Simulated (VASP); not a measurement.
# WSe2 in VASP: notebook

Runs on WSe2. Level: PBEsol+D3(BJ). Tasks: single point.

Everything below comes from runs of VASP 6.6.1. Logs are shortened: lines on timing, memory, paths and dates and some standing lists are left out, and cuts for length are marked.

## (1) The cell of the first run

The cell holds a slab with vacuum, 3 atoms: a = 3.318 Å, b = 3.355 Å, c = 16.658 Å, α = 90.00°, β = 90.00°, γ = 119.63°.

## (2) Single point, PBEsol+D3(BJ) (strain +0.0150 x Voigt [0, 1, 0, 0, 0, 0])

The input, INCAR:

```
SYSTEM = WSe2
ALGO     = Normal         ! electronic algorithm
EDIFF    = 1E-7           ! SCF threshold, eV
ENCUT    = 520            ! plane-wave cutoff, eV
GGA      = PS             ! functional
ISIF     = 2              ! what is computed and relaxed
ISMEAR   = 0              ! smearing method
IVDW     = 12             ! dispersion correction
LASPH    = .True.         ! aspherical terms in the spheres
LCHARG   = .False.        ! write CHGCAR
LREAL    = .False.        ! projectors in reciprocal space
LWAVE    = .False.        ! write WAVECAR
NBANDS   = 20             ! bands
NELM     = 80             ! most SCF steps
PREC     = Accurate       ! precision mode
SIGMA    = 0.05           ! smearing width, eV
```

The input, KPOINTS:

```
k-points
0
Gamma
  12 12 2
  0 0 0
```

The input, POSCAR:

```
WSe2
1.0
    3.3179375931      0.0000000000      0.0000000000
   -1.6589687966      2.9165195174      0.0000000000
    0.0000000000      0.0000000000     16.6581424200
W Se
1 2
Direct
    0.0000000000      0.0000000000      0.0000000000
    0.3333333333      0.6666666667      0.0997865200
    0.3333333333      0.6666666667      0.9002134800
```

Potentials or basis: VASP PAW PBE potentials, release 64 (W_sv, Se).

Run with:

```bash
> cat potpaw_PBE.64/W_sv/POTCAR potpaw_PBE.64/Se/POTCAR > POTCAR
> mpirun -np 1 vasp_std > vasp.out
```

OUTCAR:

```text
SYSTEM = WSe2
   EDIFF = 1E-7
   ENCUT = 520
   GGA = PS
   ISIF = 2
   ISMEAR = 0
   IVDW = 12
   LASPH = .True.
   LREAL = .False.
   NELM = 80
   PREC = Accurate
 IVDW          = 12

 ion  position               nearest neighbor table
   1  0.000  0.000  0.000-   2 2.54   3 2.54   2 2.54   3 2.54   2 2.56   3 2.56
   2  0.333  0.667  0.100-   1 2.54   1 2.54   1 2.56
   3  0.333  0.667  0.900-   1 2.54   1 2.54   1 2.56

  LATTYP: Found a base centered orthorhombic cell.
 ALAT       =     3.3179375931
 B/A-ratio  =     1.7580315697
 C/A-ratio  =     5.0206316281

  Lattice vectors:

 A1 = (   1.6589687966,  -2.9165195174,   0.0000000000)
 A2 = (   1.6589687965,   2.9165195174,   0.0000000000)
 A3 = (   0.0000000000,   0.0000000000,  16.6581424200)

Analysis of symmetry for initial positions (statically):
=====================================================================
 Subroutine PRICEL returns:
 Original cell was already a primitive cell.

 Routine SETGRP: Setting up the symmetry group for a
 base centered orthorhombic supercell.

 Subroutine GETGRP returns: Found  4 space group operations
 (whereof  4 operations were pure point group operations)
 out of a pool of  8 trial point group operations.

The static configuration has the point symmetry C_2v.

Analysis of symmetry for dynamics (positions and initial velocities):
=====================================================================
 Subroutine PRICEL returns:
 Original cell was already a primitive cell.

 Routine SETGRP: Setting up the symmetry group for a
 base centered orthorhombic supercell.

 Subroutine GETGRP returns: Found  4 space group operations
 (whereof  4 operations were pure point group operations)
 out of a pool of  8 trial point group operations.

The dynamic configuration has the point symmetry C_2v.

 Subroutine INISYM returns: Found  4 space group operations
 (whereof  4 operations are pure point group operations),
 and found     1 'primitive' translations

----------------------------------------------------------------------------------------

                                     Primitive cell

  volume of cell :     161.1980

  direct lattice vectors                    reciprocal lattice vectors
     3.317937593  0.000000000  0.000000000     0.301392046  0.171437221  0.000000000
    -1.658968797  2.916519517  0.000000000     0.000000000  0.342874441  0.000000000
     0.000000000  0.000000000 16.658142420     0.000000000  0.000000000  0.060030703

  length of vectors
     3.317937593  3.355333599 16.658142420     0.346738931  0.342874441  0.060030703

  position of ions in fractional coordinates (direct lattice)
     0.000000000  0.000000000  0.000000000
     0.333333333  0.666666667  0.099786520
     0.333333333  0.666666667  0.900213480

  ion indices of the primitive-cell ions
   primitive index   ion index
                 1           1
                 2           2
                 3           3

----------------------------------------------------------------------------------------

 KPOINTS: k-points

Automatic generation of k-mesh.
 Grid dimensions read from file:
 generate k-points for:   12   12    2

 Generating k-lattice:

  Cartesian coordinates                     Fractional coordinates (reciprocal lattice)
     0.025116004  0.014286435  0.000000000     0.083333333  0.000000000  0.000000000
     0.000000000  0.028572870  0.000000000     0.000000000  0.083333333  0.000000000
     0.000000000  0.000000000  0.030015351     0.000000000  0.000000000  0.500000000

  Length of vectors
     0.028894911  0.028572870  0.030015351

  Shift w.r.t. Gamma in fractional coordinates (k-lattice)
     0.000000000  0.000000000  0.000000000

 Subroutine IBZKPT returns following result:
 ===========================================

 Found     86 irreducible k-points:

 Following reciprocal coordinates:
            Coordinates               Weight
  0.000000  0.000000  0.000000      1.000000
  0.083333  0.000000  0.000000      4.000000
  0.166667  0.000000  0.000000      4.000000
  0.250000  0.000000  0.000000      4.000000
  0.333333  0.000000  0.000000      4.000000
  0.416667  0.000000  0.000000      4.000000
[... 16 lines left out ...]
  0.333333  0.166667  0.000000      4.000000
  0.416667  0.166667  0.000000      4.000000
 [... further k-points ...]
   k-points           NKPTS =     86   k-points in BZ     NKDIM =     86   number of bands    NBANDS=     20
   number of dos      NEDOS =    301   number of ions     NIONS =      3
   total plane-waves  NPLWV =  98784
   dimension x,y,z NGX =    28 NGY =   28 NGZ =  126
   dimension x,y,z NGXF=    56 NGYF=   56 NGZF=  252
   ions per type =               1   2
   NGX,Y,Z   is equivalent  to a cutoff of  14.03, 13.87, 12.57 a.u.
   NGXF,Y,Z  is equivalent  to a cutoff of  28.06, 27.75, 25.15 a.u.
 SYSTEM =  WSe2
   PREC   = accura    normal or accurate (medium, high low for compatibility)
   ISTART =      0    job   : 0-new  1-cont  2-samecut
   ICHARG =      2    charge: 1-file 2-atom 10-const
   ISPIN  =      1    spin polarized calculation?
   LNONCOLLINEAR =      F non collinear calculations
   LSORBIT =      F    spin-orbit coupling
   LASPH  =      T    aspherical Exc in radial PAW
   ENCUT  =  520.0 eV  38.22 Ry    6.18 a.u.   6.17  6.24 30.97*2*pi/ulx,y,z
   NELM   =     80;   NELMIN=  2; NELMDL= -5     # of ELM steps
   EDIFF  = 0.1E-06   stopping-criterion for ELM
   LREAL  =      F    real-space projection
   EDIFFG = 0.1E-05   stopping-criterion for IOM
   NSW    =      0    number of steps for IOM
   IBRION =     -1    ionic relax: 0-MD 1-quasi-New 2-CG
   NFREE  =      0    steps in history (QN), initial steepest desc. (CG)
   ISIF   =      2    stress and relaxation
   ISYM   =      2    0-nonsym 1-usesym 2-fastsym
   POTIM  = 0.5000    time-step for ionic-motion
   TEBEG  =    0.0;   TEEND  =   0.0 temperature during run
   PSTRESS=    0.0 pullay stress
   NELECT =      26.0000    total number of electrons
   NUPDOWN=      -1.0000    fix difference up-down
   EMIN   =  10.00;   EMAX   =-10.00  energy-range for DOS
   EFERMI =   0.00;   METHOD = LEGACY
   ISMEAR =     0;   SIGMA  =   0.05  broadening in eV -4-tet -1-fermi 0-gaus
   EFERMI_NEDOS =   21; number of points for ismear=-14 and -15
   IALGO  =     38    algorithm
   IMIX   =      4    mixing-type and parameters
     AMIX     =   0.40;   BMIX     =  1.00
     AMIX_MAG =   1.60;   BMIX_MAG =  1.00
  volume/ion in A,a.u.               =      53.73       362.61
  Fermi-wavevector in a.u.,A,eV,Ry     =   0.891140  1.684011 10.804807  0.794131
  Thomas-Fermi vector in A             =   2.012922
   LORBIT       =      0    0 simple, 1 ext, 2 COOP (PROOUT), +10 PAW based schemes
   GGA     = PS    functional components
   LHFCALC =     F    Hartree Fock is set to
   AEXX    =    0.0000 exact exchange contribution
   IVDW    =    12    specifies the selected vdW correction
   LEPSILON=     F    determine dielectric tensor
   LRPA    =     F    only Hartree local field effects (RPA)
 non-spin polarized calculation
 Gauss-broadening in eV      SIGMA  =   0.05
  energy-cutoff  :      520.00
  volume of cell :      161.20
 maximum number of plane-waves:      4364
 NGX is ok and might be reduce to    28
   NGX = 13   NGY = 13   NGZ = 61

 number of electron      25.9999997 magnetization

 Free energy of the ion-electron system (eV)
  ---------------------------------------------------
  ext. energy  EPLUGINS =         0.00000000
  ---------------------------------------------------
  free energy    TOTEN  =       -23.19063691 eV

  energy without entropy =      -23.19063691  energy(sigma->0) =      -23.19063691

 E-fermi :  -0.6271     XC(G=0):  -4.7473

 val. band max:       -1.0443922606   @ k =   0.3333   0.3333   0.0000
 cond. band min:       0.3991674926   @ k =   0.3333   0.3333   0.5000
 fundamental gap:      1.4435597532
 Fermi energy:        -0.6271472214

 k-point     1 :       0.0000    0.0000    0.0000
  band No.  band energies     occupation
      1     -75.0792      2.00000
      2     -39.2889      2.00000
      3     -39.2147      2.00000
      4     -39.1913      2.00000
      5     -15.6877      2.00000
      6     -14.4123      2.00000
[... 12 lines left out ...]
     19       4.0526      0.00000
     20       4.1203      0.00000

 k-point     2 :       0.0833    0.0000    0.0000
  band No.  band energies     occupation
      1     -75.0786      2.00000
      2     -39.2864      2.00000
      3     -39.2210      2.00000
      4     -39.2018      2.00000
      5     -15.5881      2.00000
      6     -14.3635      2.00000
[... 12 lines left out ...]
     19       4.1901      0.00000
     20       4.4304      0.00000

 k-point     3 :       0.1667    0.0000    0.0000
  band No.  band energies     occupation
      1     -75.0771      2.00000
      2     -39.2793      2.00000
      3     -39.2499      2.00000
      4     -39.2186      2.00000
      5     -15.3029      2.00000
      6     -14.2241      2.00000
[... 12 lines left out ...]
     19       4.5669      0.00000
     20       5.1483      0.00000

 k-point     4 :       0.2500    0.0000    0.0000
  band No.  band energies     occupation
      1     -75.0750      2.00000
      2     -39.2982      2.00000
      3     -39.2697      2.00000
      4     -39.2324      2.00000
      5     -14.8755      2.00000
      6     -14.0175      2.00000
[... 12 lines left out ...]
     19       5.1349      0.00000
     20       5.6197      0.00000

 k-point     5 :       0.3333    0.0000    0.0000
  band No.  band energies     occupation
      1     -75.0729      2.00000
      2     -39.3472      2.00000
      3     -39.2601      2.00000
      4     -39.2449      2.00000
      5     -14.3879      2.00000
      6     -13.7874      2.00000
[... 12 lines left out ...]
     19       5.4988      0.00000
     20       5.7496      0.00000

 k-point     6 :       0.4167    0.0000    0.0000
  band No.  band energies     occupation
      1     -75.0713      2.00000
      2     -39.3831      2.00000
      3     -39.2538      2.00000
      4     -39.2530      2.00000
      5     -13.9742      2.00000
      6     -13.5999      2.00000
[... 12 lines left out ...]
     19       5.8110      0.00000
     20       5.9592      0.00000

 k-point     7 :       0.5000    0.0000    0.0000
  band No.  band energies     occupation
      1     -75.0708      2.00000
      2     -39.3961      2.00000
      3     -39.2570      2.00000
      4     -39.2504      2.00000
      5     -13.8059      2.00000
      6     -13.5263      2.00000
[... 12 lines left out ...]
     19       5.9814      0.00000
     20       6.0440      0.00000
[... 277 lines left out ...]
 k-point    20 :       0.0833    0.1667    0.0000
  band No.  band energies     occupation
      1     -75.0760      2.00000
      2     -39.2889      2.00000
      3     -39.2740      2.00000
      4     -39.2141      2.00000
      5     -15.0546      2.00000
      6     -14.1091      2.00000
[... 12 lines left out ...]
     19       4.9113      0.00000
     20       5.6347      0.00000

 k-point    21 :       0.1667    0.1667    0.0000
  band No.  band energies     occupation
      1     -75.0742      2.00000
      2     -39.3202      2.00000
      3     -39.2657      2.00000
      4     -39.2359      2.00000
      5     -14.6641      2.00000
      6     -13.9212      2.00000
[... 12 lines left out ...]
     19       5.4684      0.00000
     20       6.1654      0.00000

 k-point    22 :       0.2500    0.1667    0.0000
  band No.  band energies     occupation
      1     -75.0724      2.00000
      2     -39.3501      2.00000
      3     -39.2599      2.00000
      4     -39.2573      2.00000
      5     -14.2210      2.00000
      6     -13.7095      2.00000
[... 12 lines left out ...]
     19       5.7897      0.00000
     20       6.1384      0.00000

 k-point    23 :       0.3333    0.1667    0.0000
  band No.  band energies     occupation
      1     -75.0710      2.00000
      2     -39.3720      2.00000
      3     -39.2782      2.00000
      4     -39.2510      2.00000
      5     -13.8479      2.00000
      6     -13.5342      2.00000
[... 12 lines left out ...]
     19       6.4448      0.00000
     20       6.8050      0.00000

 k-point    24 :       0.4167    0.1667    0.0000
  band No.  band energies     occupation
      1     -75.0704      2.00000
      2     -39.3803      2.00000
      3     -39.2858      2.00000
      4     -39.2485      2.00000
      5     -13.6913      2.00000
      6     -13.4606      2.00000
[... 12 lines left out ...]
     19       6.8213      0.00000
     20       7.2818      0.00000

 [... further k-points ...]

------------------------ aborting loop because EDIFF is reached ----------------------------------------

 Edisp (eV)   -0.82782

 E8    (eV) :    -0.5755

  FORCE on cell =-STRESS in cart. coord.  units (eV):
  Direction    XX          YY          ZZ          XY          YZ          ZX
  --------------------------------------------------------------------------------------
  -------------------------------------------------------------------------------------
  Total      -2.47570    -3.36730    -0.99358     0.00000     0.00000     0.00000
  in kB     -24.60641   -33.46823    -9.87537     0.00000     0.00000     0.00000
  external pressure =      -22.65 kB  Pullay stress =        0.00 kB

 VOLUME and BASIS-vectors are now :
 -----------------------------------------------------------------------------
  energy-cutoff  :      520.00
  volume of cell :      161.20
      direct lattice vectors                 reciprocal lattice vectors
     3.317937593  0.000000000  0.000000000     0.301392046  0.171437221  0.000000000
    -1.658968797  2.916519517  0.000000000     0.000000000  0.342874441  0.000000000
     0.000000000  0.000000000 16.658142420     0.000000000  0.000000000  0.060030703

 POSITION                                       TOTAL-FORCE (eV/Angst)
 -----------------------------------------------------------------------------------
      0.00000      0.00000      0.00000        -0.000000      0.094134      0.000000
     -0.00000      1.94435      1.66226         0.000000     -0.047067     -0.289192
     -0.00000      1.94435     14.99588         0.000000     -0.047067      0.289192
 -----------------------------------------------------------------------------------
    total drift:                                0.000000     -0.000123     -0.000000

  FREE ENERGIE OF THE ION-ELECTRON SYSTEM (eV)
  ---------------------------------------------------
  free  energy   TOTEN  =       -24.0184574315 eV

  energy  without entropy=      -24.0184574315  energy(sigma->0) =      -24.01845743
```

It took 15 min on 1 thread of AMD EPYC 7R13, shared host; peak memory 0.45 GiB.

Results:

```yaml
Free_energy: -24.0185 eV
Largest_force: 0.293 eV/Å
Band_gap_on_the_k_mesh: 1.44 eV, direct
Dispersion_energy_per_atom: -0.276 eV
```

Forces in eV/Å, atoms in the order of the input:
```
W    0.000  0.094  0.000
Se   0.000 -0.047 -0.289
Se   0.000 -0.047  0.289
```

Levels at points of the mesh, in eV from the valence-band top:
```tsv
k point	band 11	band 12	band 13	band 14	band 15	band 16
(0.00, 0.00, 0.00)	-1.33	-1.26	-0.21	2.80	2.93	3.02
(0.50, 0.00, 0.00)	-1.99	-1.05	-0.93	2.26	2.68	3.66
(0.00, 0.50, 0.00)	-2.04	-0.98	-0.90	2.26	2.64	3.69
(0.00, 0.00, 0.50)	-1.33	-1.26	-0.21	2.80	2.93	3.02
(0.50, 0.00, 0.50)	-1.99	-1.05	-0.93	2.26	2.68	3.66
(0.00, 0.50, 0.50)	-2.04	-0.98	-0.90	2.26	2.64	3.69
```

Caveat: the cell differs from its parent crystal (strain +0.0150 x Voigt [0, 1, 0, 0, 0, 0]); the PAW data sets were made with another functional, which shifts forces and pressure a little; spin-orbit coupling is left out, which moves the levels of the heavy elements.

(Continued in part 2 of 2.)
